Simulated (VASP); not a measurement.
Input of a VASP 6.6.1 run:

The input INCAR:

```
PREC = Accurate ; ENCUT = 520
EDIFF = 1E-7 ; ISMEAR = -1
SIGMA = 0.02 ; LREAL = False
LASPH = True ; NELM = 60
ALGO = Normal ; ISIF = 2
LWAVE = False ; LCHARG = False
GGA = PE ; NBANDS = 24
```

Contents of KPOINTS:

```
regular mesh
0
Gamma
  6 6 6
```

Contents of POSCAR:

```
SnSe3
1.0
    0.0000000000      3.5385665608      3.5385665608
    3.5385665608      0.0000000000      3.5385665608
    3.5385665608      3.5385665608      0.0000000000
Sn Se
1 3
Direct
    0.0000000000      0.0000000000      0.0000000000
    0.5000000000      0.5000000000      0.5000000000
    0.2500000000      0.2500000000      0.2500000000
    0.7500000000      0.7500000000      0.7500000000
```

Potentials or basis: VASP PAW PBE potentials, release 64 (Sn_d, Se).

Run with:

```console
$ cat potpaw_PBE.64/Sn_d/POTCAR potpaw_PBE.64/Se/POTCAR > POTCAR
$ mpirun -np 1 vasp_std > vasp.out
```

Q: What does it give for the band gap on the k mesh?

A: Zero (band 16 reaches 6.45 eV, above the bottom of band 17 at 4.32 eV).

Q: Predict the pressure.

A: 0.5 GPa.

Caveat: spin-orbit coupling is left out, which moves the levels of the heavy elements.
